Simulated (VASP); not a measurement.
# BiPb3C (Pm-3m) in VASP: further runs

Runs on BiPb3C. Level: PBE. Tasks: single point.

Everything below comes from runs of VASP 6.6.1. Logs are shortened: lines on timing, memory, paths and dates and some standing lists are left out, and cuts for length are marked.

## 1. The cell of the first run

Symmetry: Pm-3m, No. 221, cubic system. Conventional cell: a = 5.215 Å, b = 5.215 Å, c = 5.215 Å, α = 90.00°, β = 90.00°, γ = 90.00°. Bi (site symmetry m-3m) has 12 Pb at 3.69 Å and 8 C at 4.52 Å within 4.8 Å. Within 3.4 Å of Pb (site symmetry 4/mmm) lie 2 C at 2.61 Å. Within 3.4 Å of C (site symmetry m-3m) lie 6 Pb at 2.61 Å.

## 2. Single point, PBE

Contents of INCAR:

```
SYSTEM = BiPb3C
PREC = Accurate ; ENCUT = 520
EDIFF = 1E-6 ; ISMEAR = 0
SIGMA = 0.1 ; LREAL = .False.
LASPH = .True. ; NELM = 80
ALGO = Normal ; ISIF = 2
LWAVE = .False. ; LCHARG = .False.
GGA = PE ; NBANDS = 38
```

Contents of KPOINTS:

```
regular mesh
0
Gamma
  4 4 4
  0 0 0
```

Contents of POSCAR:

```
BiPb3C
1.0
    5.2153894800      0.0000000000      0.0000000000
    0.0000000000      5.2153894800      0.0000000000
    0.0000000000      0.0000000000      5.2153894800
Bi Pb C
1 3 1
Direct
    0.0000000000      0.0000000000      0.0000000000
    0.5000000000      0.0000000000      0.5000000000
    0.0000000000      0.5000000000      0.5000000000
    0.5000000000      0.5000000000      0.0000000000
    0.5000000000      0.5000000000      0.5000000000
```

Potentials or basis: VASP PAW PBE potentials, release 64 (Bi_d, Pb_d, C).

Launch:

```console
> cat potpaw_PBE.64/Bi_d/POTCAR potpaw_PBE.64/Pb_d/POTCAR potpaw_PBE.64/C/POTCAR > POTCAR
> mpirun -np 1 vasp_std > vasp.out
```

OUTCAR:

```text
SYSTEM = BiPb3C
   PREC = Accurate
   ENCUT = 520
   EDIFF = 1E-6
   ISMEAR = 0
   LREAL = .False.
   LASPH = .True.
   NELM = 80
   ISIF = 2
   GGA = PE

 ion  position               nearest neighbor table
   1  0.000  0.000  0.000-   2 3.69   3 3.69   4 3.69   2 3.69   3 3.69   3 3.69   4 3.69   3 3.69
                             2 3.69   4 3.69   2 3.69   4 3.69
   2  0.500  0.000  0.500-   5 2.61   5 2.61   4 3.69   1 3.69   1 3.69   4 3.69   3 3.69   4 3.69
                             3 3.69   4 3.69   1 3.69   3 3.69   1 3.69   3 3.69
   3  0.000  0.500  0.500-   5 2.61   5 2.61   4 3.69   1 3.69   1 3.69   4 3.69   1 3.69   2 3.69
                             1 3.69   2 3.69   4 3.69   2 3.69   4 3.69   2 3.69
   4  0.500  0.500  0.000-   5 2.61   5 2.61   3 3.69   1 3.69   2 3.69   3 3.69   2 3.69   1 3.69
                             2 3.69   2 3.69   1 3.69   3 3.69   3 3.69   1 3.69
   5  0.500  0.500  0.500-   2 2.61   3 2.61   4 2.61   4 2.61   2 2.61   3 2.61

  LATTYP: Found a simple cubic cell.
 ALAT       =     5.2153894800

  Lattice vectors:

 A1 = (   5.2153894800,   0.0000000000,   0.0000000000)
 A2 = (   0.0000000000,   5.2153894800,   0.0000000000)
 A3 = (   0.0000000000,   0.0000000000,   5.2153894800)

Analysis of symmetry for initial positions (statically):
=====================================================================
 Subroutine PRICEL returns:
 Original cell was already a primitive cell.

 Routine SETGRP: Setting up the symmetry group for a
 simple cubic supercell.

 Subroutine GETGRP returns: Found 48 space group operations
 (whereof 48 operations were pure point group operations)
 out of a pool of 48 trial point group operations.

The static configuration has the point symmetry O_h .

Analysis of symmetry for dynamics (positions and initial velocities):
=====================================================================
 Subroutine PRICEL returns:
 Original cell was already a primitive cell.

 Routine SETGRP: Setting up the symmetry group for a
 simple cubic supercell.

 Subroutine GETGRP returns: Found 48 space group operations
 (whereof 48 operations were pure point group operations)
 out of a pool of 48 trial point group operations.

The dynamic configuration has the point symmetry O_h .

 Subroutine INISYM returns: Found 48 space group operations
 (whereof 48 operations are pure point group operations),
 and found     1 'primitive' translations

----------------------------------------------------------------------------------------
[... 86 lines left out ...]
   EDIFFG = 0.1E-04   stopping-criterion for IOM
   NSW    =      0    number of steps for IOM
   IBRION =     -1    ionic relax: 0-MD 1-quasi-New 2-CG
   NFREE  =      0    steps in history (QN), initial steepest desc. (CG)
   ISIF   =      2    stress and relaxation
   ISYM   =      2    0-nonsym 1-usesym 2-fastsym
   POTIM  = 0.5000    time-step for ionic-motion
   TEBEG  =    0.0;   TEEND  =   0.0 temperature during run
   PSTRESS=    0.0 pullay stress
   NELECT =      61.0000    total number of electrons
   NUPDOWN=      -1.0000    fix difference up-down
   EMIN   =  10.00;   EMAX   =-10.00  energy-range for DOS
   EFERMI =   0.00;   METHOD = LEGACY
   ISMEAR =     0;   SIGMA  =   0.10  broadening in eV -4-tet -1-fermi 0-gaus
   EFERMI_NEDOS =   21; number of points for ismear=-14 and -15
   IALGO  =     38    algorithm
   IMIX   =      4    mixing-type and parameters
     AMIX     =   0.40;   BMIX     =  1.00
     AMIX_MAG =   1.60;   BMIX_MAG =  1.00
  volume/ion in A,a.u.               =      28.37       191.46
  Fermi-wavevector in a.u.,A,eV,Ry     =   1.235657  2.335054 20.774040  1.526849
  Thomas-Fermi vector in A             =   2.370298
   LORBIT       =      0    0 simple, 1 ext, 2 COOP (PROOUT), +10 PAW based schemes
   GGA     = PE    functional components
   LHFCALC =     F    Hartree Fock is set to
   AEXX    =    0.0000 exact exchange contribution
   IVDW    =     0    specifies the selected vdW correction
   LEPSILON=     F    determine dielectric tensor
   LRPA    =     F    only Hartree local field effects (RPA)
 non-spin polarized calculation
 Gauss-broadening in eV      SIGMA  =   0.10
  energy-cutoff  :      520.00
  volume of cell :      141.86
 maximum number of plane-waves:      3887
 NGX is ok and might be reduce to    40
   NGX = 19   NGY = 19   NGZ = 19

 number of electron      60.9999970 magnetization

 Free energy of the ion-electron system (eV)
  ---------------------------------------------------
  ext. energy  EPLUGINS =         0.00000000
  ---------------------------------------------------
  free energy    TOTEN  =       -20.24844072 eV

  energy without entropy =      -20.23608363  energy(sigma->0) =      -20.24226217

 E-fermi :   6.4855     XC(G=0):  -9.8736

 val. band max:        6.1243482055   @ k =   0.5000   0.2500   0.0000
 cond. band min:       6.5292187674   @ k =   0.5000   0.0000   0.0000
 fundamental gap:      0.4048705619
 Fermi energy:         6.4854896395

 k-point     1 :       0.0000    0.0000    0.0000
  band No.  band energies     occupation
      1     -16.1572      2.00000
      2     -16.1572      2.00000
      3     -16.1572      2.00000
      4     -16.1537      2.00000
      5     -16.1537      2.00000
      6     -10.8914      2.00000
[... 399 lines left out ...]
     37      10.4964      0.00000
     38      10.9722      0.00000

------------------------ aborting loop because EDIFF is reached ----------------------------------------

  FORCE on cell =-STRESS in cart. coord.  units (eV):
  Direction    XX          YY          ZZ          XY          YZ          ZX
  --------------------------------------------------------------------------------------
  -------------------------------------------------------------------------------------
  Total       -2.1390539     -2.1390539     -2.1390539     -0.0000000      0.0000000     -0.0000000
  in kB      -24.1586170    -24.1586170    -24.1586170     -0.0000000      0.0000000     -0.0000000
  external PRESSURE =     -24.1586170 kB  Pullay stress =       0.0000000 kB

 VOLUME and BASIS-vectors are now :
 -----------------------------------------------------------------------------
  energy-cutoff  :      520.00
  volume of cell :      141.86
      direct lattice vectors                 reciprocal lattice vectors
     5.215389480  0.000000000  0.000000000     0.191740234  0.000000000  0.000000000
     0.000000000  5.215389480  0.000000000     0.000000000  0.191740234  0.000000000
     0.000000000  0.000000000  5.215389480     0.000000000  0.000000000  0.191740234

 POSITION                                       TOTAL-FORCE (eV/Angst)
 -----------------------------------------------------------------------------------
      0.00000      0.00000      0.00000         0.000000      0.000000      0.000000
      2.60769      0.00000      2.60769         0.000000      0.000000      0.000000
      0.00000      2.60769      2.60769         0.000000      0.000000      0.000000
      2.60769      2.60769      0.00000         0.000000      0.000000      0.000000
      2.60769      2.60769      2.60769         0.000000      0.000000      0.000000
 -----------------------------------------------------------------------------------
    total drift:                               -0.000000     -0.000000     -0.000000

  FREE ENERGIE OF THE ION-ELECTRON SYSTEM (eV)
  ---------------------------------------------------
  free  energy   TOTEN  =       -20.2484407215 eV

  energy  without entropy=      -20.2360836267  energy(sigma->0) =      -20.24226217
```

Run time: 32 s. Hardware: 1 thread of Intel Xeon 6975P-C (Granite Rapids), shared host; peak memory 0.26 GiB.

What came out:

```
Free energy : -20.2484 eV
Pressure    : -2.4 GPa
```

Levels at points of the mesh, in eV from the Fermi level:
| k point | band 27 | band 28 | band 29 | band 30 | band 31 | band 32 | band 33 | band 34 |
| --- | --- | --- | --- | --- | --- | --- | --- | --- |
| (0.00, 0.00, 0.00) | -4.41 | -4.41 | -1.23 | -1.23 | -1.23 | 1.61 | 1.61 | 1.61 |
| (0.50, 0.00, 0.00) | -3.75 | -1.84 | -1.84 | 0.04 | 0.13 | 0.31 | 1.22 | 1.22 |
| (0.50, 0.50, 0.00) | -1.85 | -1.85 | -1.72 | -0.69 | 0.10 | 0.10 | 0.53 | 0.53 |
| (0.50, 0.50, 0.50) | -4.02 | -4.02 | 0.71 | 0.71 | 0.71 | 1.67 | 3.42 | 3.42 |

Caveat: spin-orbit coupling is left out, which moves the levels of the heavy elements.

## 3. Single point, PBE

This run uses another cell than the first one, of 27.30 Å³/atom, 0.962 times its volume.

Contents of INCAR:

```
PREC     = Accurate       # precision mode
ENCUT    = 520            # plane-wave cutoff, eV
EDIFF    = 1E-6           # SCF threshold, eV
ISMEAR   = 0              # smearing method
SIGMA    = 0.1            # smearing width, eV
LREAL    = F              # projectors in reciprocal space
LASPH    = T              # aspherical terms in the spheres
NELM     = 100            # most SCF steps
ALGO     = Normal         # electronic algorithm
ISIF     = 2              # what is computed and relaxed
LWAVE    = F              # write WAVECAR
LCHARG   = T              # write CHGCAR
GGA      = PE             # functional
LELF     = T              # ELF
LVHAR    = T            
NBANDS   = 38             # bands
```

Contents of KPOINTS:

```
regular mesh
0
Gamma
  8 8 8
```

Edit POSCAR of step 2 so:

```diff
@@ -2,5 +2,5 @@
 1.0
-    5.2153894800      0.0000000000      0.0000000000
-    0.0000000000      5.2153894800      0.0000000000
-    0.0000000000      0.0000000000      5.2153894800
+    5.1486136193      0.0000000000      0.0000000000
+    0.0000000000      5.1486136193      0.0000000000
+    0.0000000000      0.0000000000      5.1486136193
 Bi Pb C
```

Potentials or basis: VASP PAW PBE potentials, release 64 (Bi_d, Pb_d, C).

Launch:

```console
> cat potpaw_PBE.64/Bi_d/POTCAR potpaw_PBE.64/Pb_d/POTCAR potpaw_PBE.64/C/POTCAR > POTCAR
> mpirun -np 1 vasp_std > vasp.out
```

Run time: 88 s. Hardware: 1 thread of Intel Xeon 6975P-C (Granite Rapids), shared host; peak memory 0.34 GiB.

It converged, with:

| Quantity | Value |
| --- | --- |
| Free energy | -19.8906 eV |
| Pressure | -0.1 GPa |

Levels at points of the mesh, in eV from the Fermi level:
```csv
k point,band 27,band 28,band 29,band 30,band 31,band 32,band 33,band 34,band 35,band 36
"(0.00, 0.00, 0.00)",-4.35,-4.35,-1.05,-1.05,-1.05,1.86,1.86,1.86,4.41,4.41
"(0.50, 0.00, 0.00)",-3.64,-1.71,-1.71,0.21,0.45,0.68,1.47,1.47,1.70,2.89
"(0.50, 0.50, 0.00)",-1.68,-1.68,-1.56,-0.51,0.29,0.29,0.90,0.90,2.68,4.28
"(0.50, 0.50, 0.50)",-4.00,-4.00,1.10,1.10,1.10,2.03,3.80,3.80,3.80,4.40
```

Caveat: spin-orbit coupling is left out, which moves the levels of the heavy elements.
